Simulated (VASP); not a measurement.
## ZnS: relaxation of cell and atoms with PBE

Crystal: ZnS.

```
Zn S
1.0
     0.00000    2.70200    2.70200
     2.70200    0.00000    2.70200
     2.70200    2.70200    0.00000
Zn S
1 1
Direct
  0.75000 0.75000 0.75000
  0.00000 0.00000 0.00000
```

```yaml
Program: VASP 6.6.1
Task: relaxation of cell and atoms
Functional: PBE
Potentials_or_basis: VASP PAW PBE potentials, release 64 (Zn, S)
Cutoff: 600 eV
k_mesh: 9 × 9 × 9
Occupations: fermi-dirac, width 0.05 eV
Spin: no spin polarisation
Dipole_correction: no
Further_INCAR_settings: ALGO = Normal; EDIFF = 1e-07; IBRION = 2; EDIFFG = -0.01; NSW = 60; ISIF = 3
```

* Relaxed volume: 20.20 Å³/atom
* Relaxed cell: a = 3.852 Å, b = 3.852 Å, c = 3.852 Å, α = 60.00°, β = 60.00°, γ = 60.00°
* Space group after relaxing (to 0.05 Å): F-43m (No. 216)
* Energy gained by relaxing: 2.6 meV/atom
* Ionic steps: 3
* Pressure after relaxing: 0.0 GPa
* Band gap on the k mesh: 2.01 eV, direct

The path:
```csv
step,energy change (eV),largest force (eV/Å),pressure (GPa),volume (Å³)
1,0.0000,0.0000,1.76,39.45
2,-0.0046,0.0000,-0.50,40.71
3,-0.0051,0.0000,0.00,40.41
```

Final structure:
```
Zn S
1.0
     0.00000    2.72360    2.72360
     2.72360    0.00000    2.72360
     2.72360    2.72360    0.00000
Zn S
1 1
Direct
  0.75000 0.75000 0.75000
  0.00000 0.00000 0.00000
```

Levels at points of the mesh, in eV from the valence-band top:
| k point | band 6 | band 7 | band 8 | band 9 | band 10 | band 11 | band 12 | band 13 |
| --- | --- | --- | --- | --- | --- | --- | --- | --- |
| (0.00, 0.00, 0.00) | -5.78 | 0.00 | 0.00 | 0.00 | 2.01 | 6.41 | 6.41 | 6.41 |

Run time: 55 s on 1 thread of AMD EPYC 7R43 64-Core Processor (Zen 3) (shared host), peak memory 0.16 GiB.

PBE usually gives volumes a little too large and moduli too small. Zero-point motion and thermal expansion aren't in these numbers.
